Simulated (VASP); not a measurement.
Runs of VASP 6.6.1 on Sn3Se. The structure is that of space group Pm-3m (No. 221), or close to it. The cells are those of the table. 

| task | level | potentials or basis | spin | cell | k mesh | cutoff (eV) | smearing | gap on the mesh (eV) | pressure (GPa) |
| --- | --- | --- | --- | --- | --- | --- | --- | --- | --- |
| single point | PBEsol | VASP PAW PBE potentials, release 64 (Sn_d, Se) | non-collinear, zero start, SOC | a = 4.742 Å, 4 atoms | 6 × 6 × 6 | 520 | fermi-dirac 0.05 eV | - | (a) |
| single point | PBEsol+D3(BJ) | VASP PAW PBE potentials, release 64 (Sn_d, Se) | off | a = 4.592 Å, 4 atoms | 6 × 6 × 6 | 520 | fermi-dirac 0.05 eV | none | -0.3 |
| single point | PBE | VASP PAW PBE potentials, release 64 (Sn_d, Se) | off | a = 4.742 Å, 4 atoms | 9 × 9 × 9 | 520 | fermi-dirac 0.1 eV | none | (b) |
| single point | LDA | VASP PAW LDA potentials, release 64 (Sn_d, Se) | off | a = 4.804 Å, 4 atoms | 6 × 6 × 6 | 520 | fermi-dirac 0.05 eV | none | -5.4 |
| single point | LDA | VASP PAW LDA potentials, release 64 (Sn_d, Se) | off | a = 4.645 Å, 4 atoms | 6 × 6 × 6 | 520 | fermi-dirac 0.05 eV | none | -0.9 |
| single point | PBEsol+D3(BJ) | VASP PAW PBE potentials, release 64 (Sn_d, Se) | off | a = 4.742 Å, 4 atoms | 6 × 6 × 6 | 520 | fermi-dirac 0.05 eV | none | -5.0 |
| relaxation of cell and atoms | PBEsol | VASP PAW PBE potentials, release 64 (Sn_d, Se) | off | relaxed from a = 4.742 Å, 4 atoms | 6 × 6 × 6 | 600 | fermi-dirac 0.05 eV | none | 0.0 |
| single point | PBEsol | VASP PAW PBE potentials, release 64 (Sn_d, Se) | off | a = 4.773 Å, 4 atoms | 6 × 6 × 6 | 520 | fermi-dirac 0.05 eV | none | -3.5 |
| single point | PBEsol | VASP PAW PBE potentials, release 64 (Sn_d, Se) | off | a = 4.657 Å, 4 atoms | 6 × 6 × 6 | 520 | fermi-dirac 0.05 eV | none | 0.0 |
| single point | LDA | VASP PAW LDA potentials, release 64 (Sn_d, Se) | off | a = 4.678 Å, 4 atoms | 6 × 6 × 6 | 520 | fermi-dirac 0.05 eV | none | -2.0 |
| single point | PBE | VASP PAW PBE potentials, release 64 (Sn_d, Se) | off | a = 4.710 Å, 4 atoms | 6 × 6 × 6 | 520 | fermi-dirac 0.05 eV | none | (c) |
| single point | PBEsol+D3(BJ) | VASP PAW PBE potentials, release 64 (Sn_d, Se) | off | a = 4.584 Å, 4 atoms | 6 × 6 × 6 | 520 | fermi-dirac 0.05 eV | none | 0.0 |

Q: Fill in the values left out.

A: (a) -2.6; (b) 0.2; (c) 1.3.

Caveats: spin-orbit coupling is left out, which moves the levels of the heavy elements (some runs); the PAW data sets were made with another functional, which shifts forces and pressure a little (some runs); pairwise dispersion overbinds metals, which lowers pressure and volume (some runs); three body term missing (some runs).

A k mesh can miss the band edges, and rows without SOC leave out spin-orbit coupling on Se, Sn.

A gap of «none» marks levels without a gap at the run's occupations.
